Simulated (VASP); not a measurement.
# GdMn (Pm-3m) in VASP: single point with r2SCAN

Aim: the single point of GdMn with r2SCAN.

Everything below comes from runs of VASP 6.6.1. Logs are shortened: lines on timing, memory, paths and dates and some standing lists are left out, and cuts for length are marked.

**1. The cell of the first run**

Symmetry: Pm-3m, No. 221, cubic system. Conventional cell: a = 3.720 Å, b = 3.720 Å, c = 3.720 Å, α = 90.00°, β = 90.00°, γ = 90.00°. Gd (site symmetry m-3m) has 8 Mn at 3.22 Å and 6 Gd at 3.72 Å within 4.2 Å. Within 4.2 Å of Mn (site symmetry m-3m) lie 8 Gd at 3.22 Å and 6 Mn at 3.72 Å.

**2. Single point, r2SCAN, collinear spin, ferrimagnetic start (25.74 Å³/atom)**

POSCAR

```
GdMn
1.0
    3.7200844784      0.0000000000      0.0000000000
    0.0000000000      3.7200844784      0.0000000000
    0.0000000000      0.0000000000      3.7200844784
Gd Mn
1 1
Direct
    0.0000000000      0.0000000000      0.0000000000
    0.5000000000      0.5000000000      0.5000000000
```

INCAR.step1

```
PREC = Accurate ; ENCUT = 520
ISMEAR = 0 ; SIGMA = 0.05
LREAL = F ; LASPH = T
NELM = 150 ; ISPIN = 2
MAGMOM = 8.16 -4.67 ; LMAXMIX = 6
NBANDS = 26 ; GGA = PE
ALGO = Normal ; EDIFF = 1E-4
LWAVE = T ; LCHARG = F
```

INCAR.step2

```
PREC = Accurate ; ENCUT = 520
EDIFF = 1E-7 ; ISMEAR = 0
SIGMA = 0.05 ; LREAL = F
LASPH = T ; NELM = 150
ALGO = Normal ; ISIF = 2
LWAVE = F ; LCHARG = F
ISPIN = 2 ; MAGMOM = 8.16 -4.67
LORBIT = 11 ; LMAXMIX = 6
METAGGA = R2SCAN ; LMIXTAU = T
NBANDS = 26 ; ISTART = 1
```

KPOINTS

```
Automatic mesh
0
Gamma
  10 10 10
```

Potentials or basis: VASP PAW PBE potentials, release 64 (Gd, Mn_pv).

Launch:

```sh
cat potpaw_PBE.64/Gd/POTCAR potpaw_PBE.64/Mn_pv/POTCAR > POTCAR
cp INCAR.step1 INCAR
mpirun -np 1 vasp_std > vasp.out
cp INCAR.step2 INCAR
mpirun -np 1 vasp_std > vasp.out
```

OUTCAR:

```text
PREC = Accurate
   ENCUT = 520
   EDIFF = 1E-7
   ISMEAR = 0
   LREAL = F
   LASPH = T
   NELM = 150
   ISIF = 2
   ISPIN = 2
   LORBIT = 11
   METAGGA = R2SCAN
   ISTART = 1

 ion  position               nearest neighbor table
   1  0.000  0.000  0.000-   2 3.22   2 3.22   2 3.22   2 3.22   2 3.22   2 3.22   2 3.22   2 3.22

   2  0.500  0.500  0.500-   1 3.22   1 3.22   1 3.22   1 3.22   1 3.22   1 3.22   1 3.22   1 3.22

  LATTYP: Found a simple cubic cell.
 ALAT       =     3.7200844784

  Lattice vectors:

 A1 = (   3.7200844784,   0.0000000000,   0.0000000000)
 A2 = (   0.0000000000,   3.7200844784,   0.0000000000)
 A3 = (   0.0000000000,   0.0000000000,   3.7200844784)

Analysis of symmetry for initial positions (statically):
=====================================================================
 Subroutine PRICEL returns:
 Original cell was already a primitive cell.

 Routine SETGRP: Setting up the symmetry group for a
 simple cubic supercell.

 Subroutine GETGRP returns: Found 48 space group operations
 (whereof 48 operations were pure point group operations)
 out of a pool of 48 trial point group operations.

The static configuration has the point symmetry O_h .

Analysis of symmetry for dynamics (positions and initial velocities):
=====================================================================
 Subroutine PRICEL returns:
 Original cell was already a primitive cell.

 Routine SETGRP: Setting up the symmetry group for a
 simple cubic supercell.

 Subroutine GETGRP returns: Found 48 space group operations
 (whereof 48 operations were pure point group operations)
 out of a pool of 48 trial point group operations.

The dynamic configuration has the point symmetry O_h .

Analysis of structural, dynamic, and magnetic symmetry:
=====================================================================
 Subroutine PRICEL returns:
 Original cell was already a primitive cell.

 Routine SETGRP: Setting up the symmetry group for a
 simple cubic supercell.

 Subroutine GETGRP returns: Found 48 space group operations
 (whereof 48 operations were pure point group operations)
 out of a pool of 48 trial point group operations.

The overall configuration has the point symmetry O_h .

 Subroutine INISYM returns: Found 48 space group operations
 (whereof 48 operations are pure point group operations),
 and found     1 'primitive' translations

----------------------------------------------------------------------------------------

                                     Primitive cell

  volume of cell :      51.4824

  direct lattice vectors                    reciprocal lattice vectors
     3.720084478  0.000000000  0.000000000     0.268811100  0.000000000  0.000000000
     0.000000000  3.720084478  0.000000000     0.000000000  0.268811100  0.000000000
     0.000000000  0.000000000  3.720084478     0.000000000  0.000000000  0.268811100

  length of vectors
     3.720084478  3.720084478  3.720084478     0.268811100  0.268811100  0.268811100

  position of ions in fractional coordinates (direct lattice)
     0.000000000  0.000000000  0.000000000
     0.500000000  0.500000000  0.500000000

  ion indices of the primitive-cell ions
   primitive index   ion index
                 1           1
                 2           2

----------------------------------------------------------------------------------------

 KPOINTS: Automatic mesh

Automatic generation of k-mesh.
 Grid dimensions read from file:
 generate k-points for:   10   10   10

 Generating k-lattice:

  Cartesian coordinates                     Fractional coordinates (reciprocal lattice)
     0.026881110  0.000000000  0.000000000     0.100000000  0.000000000  0.000000000
     0.000000000  0.026881110  0.000000000     0.000000000  0.100000000  0.000000000
     0.000000000  0.000000000  0.026881110     0.000000000  0.000000000  0.100000000

  Length of vectors
     0.026881110  0.026881110  0.026881110

  Shift w.r.t. Gamma in fractional coordinates (k-lattice)
     0.000000000  0.000000000  0.000000000

 Subroutine IBZKPT returns following result:
 ===========================================

 Found     56 irreducible k-points:

 Following reciprocal coordinates:
            Coordinates               Weight
  0.000000  0.000000  0.000000      1.000000
  0.100000  0.000000  0.000000      6.000000
  0.200000  0.000000  0.000000      6.000000
  0.300000  0.000000  0.000000      6.000000
  0.400000  0.000000  0.000000      6.000000
  0.500000  0.000000  0.000000      3.000000
[... 16 lines left out ...]
  0.200000  0.100000  0.100000     24.000000
  0.300000  0.100000  0.100000     24.000000
 [... further k-points ...]
   k-points           NKPTS =     56   k-points in BZ     NKDIM =     56   number of bands    NBANDS=     26
   number of dos      NEDOS =    301   number of ions     NIONS =      2
   total plane-waves  NPLWV =  21952
   dimension x,y,z NGX =    28 NGY =   28 NGZ =   28
   dimension x,y,z NGXF=    56 NGYF=   56 NGZF=   56
   ions per type =               1   1
   NGX,Y,Z   is equivalent  to a cutoff of  12.51, 12.51, 12.51 a.u.
   NGXF,Y,Z  is equivalent  to a cutoff of  25.03, 25.03, 25.03 a.u.
 SYSTEM =  unknown system
   PREC   = accura    normal or accurate (medium, high low for compatibility)
   ISTART =      1    job   : 0-new  1-cont  2-samecut
   ICHARG =      0    charge: 1-file 2-atom 10-const
   ISPIN  =      2    spin polarized calculation?
   LNONCOLLINEAR =      F non collinear calculations
   LSORBIT =      F    spin-orbit coupling
   LASPH  =      T    aspherical Exc in radial PAW
   ENCUT  =  520.0 eV  38.22 Ry    6.18 a.u.   6.92  6.92  6.92*2*pi/ulx,y,z
   NELM   =    150;   NELMIN=  2; NELMDL=  0     # of ELM steps
   EDIFF  = 0.1E-06   stopping-criterion for ELM
   LREAL  =      F    real-space projection
   EDIFFG = 0.1E-05   stopping-criterion for IOM
   NSW    =      0    number of steps for IOM
   IBRION =     -1    ionic relax: 0-MD 1-quasi-New 2-CG
   NFREE  =      0    steps in history (QN), initial steepest desc. (CG)
   ISIF   =      2    stress and relaxation
   ISYM   =      2    0-nonsym 1-usesym 2-fastsym
   POTIM  = 0.5000    time-step for ionic-motion
   TEBEG  =    0.0;   TEEND  =   0.0 temperature during run
   PSTRESS=    0.0 pullay stress
   NELECT =      31.0000    total number of electrons
   NUPDOWN=      -1.0000    fix difference up-down
   EMIN   =  10.00;   EMAX   =-10.00  energy-range for DOS
   EFERMI =   0.00;   METHOD = LEGACY
   ISMEAR =     0;   SIGMA  =   0.05  broadening in eV -4-tet -1-fermi 0-gaus
   EFERMI_NEDOS =   21; number of points for ismear=-14 and -15
   IALGO  =     38    algorithm
   IMIX   =      4    mixing-type and parameters
     AMIX     =   0.40;   BMIX     =  1.00
     AMIX_MAG =   1.60;   BMIX_MAG =  1.00
  volume/ion in A,a.u.               =      25.74       173.71
  Fermi-wavevector in a.u.,A,eV,Ry     =   1.382428  2.612411 26.002200  1.911108
  Thomas-Fermi vector in A             =   2.507120
   LORBIT       =     11    0 simple, 1 ext, 2 COOP (PROOUT), +10 PAW based schemes
   METAGGA = R2SCAN    functional components
   LHFCALC =     F    Hartree Fock is set to
   AEXX    =    0.0000 exact exchange contribution
   IVDW    =     0    specifies the selected vdW correction
   LEPSILON=     F    determine dielectric tensor
   LRPA    =     F    only Hartree local field effects (RPA)
 spin polarized calculation
 Gauss-broadening in eV      SIGMA  =   0.05
  energy-cutoff  :      520.00
  volume of cell :       51.48
 maximum number of plane-waves:      1406
 NGX is ok and might be reduce to    28
   NGX = 13   NGY = 13   NGZ = 13

 number of electron      31.0000012 magnetization       3.6730414

 Free energy of the ion-electron system (eV)
  ---------------------------------------------------
  ext. energy  EPLUGINS =         0.00000000
  ---------------------------------------------------
  free energy    TOTEN  =       -55.90416689 eV

  energy without entropy =      -55.90281761  energy(sigma->0) =      -55.90349225

 E-fermi :   3.9968     XC(G=0): -11.0804

 val. band max:        3.9735988966   @ k =   0.5000   0.3000   0.0000
 cond. band min:       4.0097871334   @ k =   0.5000   0.3000   0.3000
 fundamental gap:      0.0361882369
 Fermi energy:         3.9968146880

 spin component 1

 k-point     1 :       0.0000    0.0000    0.0000
  band No.  band energies     occupation
      1     -43.2913      1.00000
      2     -43.2913      1.00000
      3     -43.2913      1.00000
      4     -43.0995      1.00000
      5     -19.6462      1.00000
      6     -19.6462      1.00000
[... 18 lines left out ...]
     25       8.8434      0.00000
     26      10.1770      0.00000
[... 644 lines left out ...]
      4     -43.0776      1.00000
      5     -19.8511      1.00000
      6     -19.6581      1.00000
[... 18 lines left out ...]
     25       8.2299      0.00000
     26       9.4423      0.00000

 [... further k-points ...]

 spin component 2

 k-point     1 :       0.0000    0.0000    0.0000
  band No.  band energies     occupation
      1     -48.9818      1.00000
      2     -48.9818      1.00000
      3     -48.9818      1.00000
      4     -39.1594      1.00000
      5     -16.8254      1.00000
      6     -16.8254      1.00000
[... 18 lines left out ...]
     25       9.7114      0.00000
     26       9.9547      0.00000
[... 644 lines left out ...]
      4     -39.1438      1.00000
      5     -17.0525      1.00000
      6     -16.8365      1.00000
[... 18 lines left out ...]
     25       9.0834      0.00000
     26      10.3212      0.00000

 [... further k-points ...]

------------------------ aborting loop because EDIFF is reached ----------------------------------------

  FORCE on cell =-STRESS in cart. coord.  units (eV):
  Direction    XX          YY          ZZ          XY          YZ          ZX
  --------------------------------------------------------------------------------------
  -------------------------------------------------------------------------------------
  Total       -0.9393651     -0.9393651     -0.9393651      0.0000000     -0.0000000     -0.0000000
  in kB      -29.2338905    -29.2338905    -29.2338905      0.0000000     -0.0000000     -0.0000000
  external PRESSURE =     -29.2338905 kB  Pullay stress =       0.0000000 kB

 VOLUME and BASIS-vectors are now :
 -----------------------------------------------------------------------------
  energy-cutoff  :      520.00
  volume of cell :       51.48
      direct lattice vectors                 reciprocal lattice vectors
     3.720084478  0.000000000  0.000000000     0.268811100  0.000000000  0.000000000
     0.000000000  3.720084478  0.000000000     0.000000000  0.268811100  0.000000000
     0.000000000  0.000000000  3.720084478     0.000000000  0.000000000  0.268811100

 POSITION                                       TOTAL-FORCE (eV/Angst)
 -----------------------------------------------------------------------------------
      0.00000      0.00000      0.00000         0.000000      0.000000      0.000000
      1.86004      1.86004      1.86004         0.000000      0.000000      0.000000
 -----------------------------------------------------------------------------------
    total drift:                                0.000000      0.000000      0.000000

  FREE ENERGIE OF THE ION-ELECTRON SYSTEM (eV)
  ---------------------------------------------------
  free  energy   TOTEN  =       -55.9041668873 eV

  energy  without entropy=      -55.9028176132  energy(sigma->0) =      -55.90349225

 total charge

# of ion       s       p       d       f       tot
--------------------------------------------------
    1        2.062   5.619   0.570   6.935  15.187
    2        0.389   6.163   4.819   0.000  11.371
--------------------------------------------------
tot          2.451  11.782   5.389   6.935  26.558

 magnetization (x)

# of ion       s       p       d       f       tot
--------------------------------------------------
    1        0.012  -0.112   0.293   6.888   7.080
    2       -0.085   0.006  -4.058   0.000  -4.136
--------------------------------------------------
tot         -0.073  -0.106  -3.765   6.888   2.944
```

Wall time 16 min (1 thread of Intel Xeon Platinum 8259CL at 2.50GHz (Skylake/Cascade Lake), shared host); peak memory 0.28 GiB.

Results:

- Free energy: -55.9042 eV
- Pressure: -2.9 GPa
- Net moment: 3.67 μB per cell
- Site moments: Gd +7.08; Mn -4.14 μB
- Valence electrons inside the program's atomic spheres: Gd 15.19; Mn 11.37

Levels at points of the mesh, in eV from the Fermi level:
Spin up:
| k point | band 14 | band 15 | band 16 | band 17 | band 18 | band 19 | band 20 | band 21 |
| --- | --- | --- | --- | --- | --- | --- | --- | --- |
| (0.00, 0.00, 0.00) | -5.60 | -5.57 | -1.94 | -1.94 | 1.47 | 1.47 | 1.47 | 2.54 |
| (0.50, 0.00, 0.00) | -5.57 | -3.59 | -2.81 | -0.23 | 0.44 | 1.53 | 1.53 | 1.63 |
| (0.50, 0.50, 0.00) | -5.56 | -3.12 | -1.92 | 0.23 | 0.23 | 0.28 | 0.28 | 2.04 |
| (0.50, 0.50, 0.50) | -5.58 | -1.67 | -1.67 | -1.67 | 0.54 | 0.54 | 0.54 | 2.13 |
Spin down:
| k point | band 10 | band 11 | band 12 | band 13 | band 14 | band 15 | band 16 | band 17 | band 18 | band 19 |
| --- | --- | --- | --- | --- | --- | --- | --- | --- | --- | --- |
| (0.00, 0.00, 0.00) | -3.98 | -3.48 | -3.48 | -3.48 | 1.56 | 1.56 | 1.56 | 1.58 | 1.58 | 1.58 |
| (0.50, 0.00, 0.00) | -3.55 | -3.55 | -3.43 | -2.32 | -2.09 | 1.55 | 1.60 | 1.64 | 1.64 | 1.68 |
| (0.50, 0.50, 0.00) | -3.73 | -3.73 | -3.09 | -2.01 | 0.66 | 0.66 | 1.52 | 1.60 | 1.60 | 1.72 |
| (0.50, 0.50, 0.50) | -3.70 | -3.08 | -3.08 | -1.03 | -1.03 | -1.03 | 0.53 | 1.62 | 1.62 | 1.62 |

Caveat: the PAW data sets were made with another functional, which shifts forces and pressure a little; spin-orbit coupling is left out, which moves the levels of the heavy elements; semilocal functionals describe open f shells poorly, which spoils levels, moments and volumes. The state reached can hang on the start; a lower one may exist.
